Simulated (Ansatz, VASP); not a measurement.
## Br: VASP beside Ansatz

File INCAR:

```
PREC = Accurate ; ENCUT = 520
EDIFF = 1E-6 ; ISMEAR = -1
SIGMA = 0.08 ; LREAL = False
LASPH = True ; NELM = 80
ALGO = Normal ; ISIF = 2
LWAVE = False ; LCHARG = True
GGA = PE ; LELF = True
LVHAR = True ; NBANDS = 10
```

Contents of KPOINTS:

```
Automatic mesh
0
Gamma
  16 16 16
```

POSCAR

```
Br
1.0
   -1.4969077397      1.4969077397      1.4969077397
    1.4969077397     -1.4969077397      1.4969077397
    1.4969077397      1.4969077397     -1.4969077397
Br
1
Direct
    0.0000000000      0.0000000000      0.0000000000
```

Input for Ansatz:

```yaml
crystal:
  lattice:
    - [-1.4969077397, 1.4969077397, 1.4969077397]
    - [1.4969077397, -1.4969077397, 1.4969077397]
    - [1.4969077397, 1.4969077397, -1.4969077397]
  atoms:
    - { symbol: Br, position: [0.0, 0.0, 0.0] }
kpoints:
  mp_grid: { grid: [16, 16, 16] }
scf:
  occupations: { method: fermi_dirac, width: 0.08 }
hamiltonian:
  xc: pbe
  pseudopotentials: { kind: all_electron, lapw: { basis_error: 0.001 } }
output:
  forces: true
  stress: true
  eigenvalues: true
  populations: true
```

Change from the starting cell: volume scaled by 0.5, LAPW.

Alike in both runs: task single point; functional PBE; k mesh 16 × 16 × 16; occupations fermi-dirac, width 0.08 eV; no spin polarisation.

```csv
,VASP,Ansatz
version,VASP 6.6.1,Ansatz 0.2.0
potentials or method,"VASP PAW PBE potentials, release 64 (Br), cutoff 520 eV","all-electron LAPW, scalar-relativistic"
```

```csv
,VASP,Ansatz,Ansatz less VASP
pressure (GPa),110.7,110.3,-0.33
```

Both programs put the cell under a high pressure, so it lies far from rest at this level. Ansatz ran all-electron here, and VASP with PAW potentials.

Noted on VASP's run: the cell as given lies far from equilibrium.
